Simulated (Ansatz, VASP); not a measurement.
## MnS in VASP and in Ansatz

```
CELL_PARAMETERS angstrom
0.00000 2.80000 2.80000
2.80000 0.00000 2.80000
2.80000 2.80000 0.00000
ATOMIC_POSITIONS crystal
Mn 0.00000 0.00000 0.00000
S 0.75000 0.75000 0.75000
```

Alike in both runs: task single point; functional PBE; k mesh 6 × 6 × 6; occupations gaussian, width 0.05 eV; no spin polarisation; Hubbard terms Mn d U = 3.0 eV.

|  | VASP | Ansatz |
| --- | --- | --- |
| version | VASP 6.6.1 | Ansatz 0.2.0 |
| potentials or method | VASP PAW PBE potentials, release 64 (Mn_pv, S), cutoff 520 eV | scalar-relativistic, plane waves, PAW |
| valence electrons in the cell | 19 | 21 |

|  | VASP | Ansatz | Ansatz less VASP |
| --- | --- | --- | --- |
| gap on the k mesh at the Fermi level (eV) | none | none | - |
| pressure (GPa) | -15.9 | -16.3 | -0.42 |

The programs project onto different local orbitals, so the same U acts differently, and such runs can settle in different states. A gap of «none» marks a metal or a gap that the smearing closes. VASP's potentials hold 19 valence electrons a cell and Ansatz's 21, so a difference there can come from the potentials and not from the codes. Ansatz's warnings: filled band counts differ across k points.
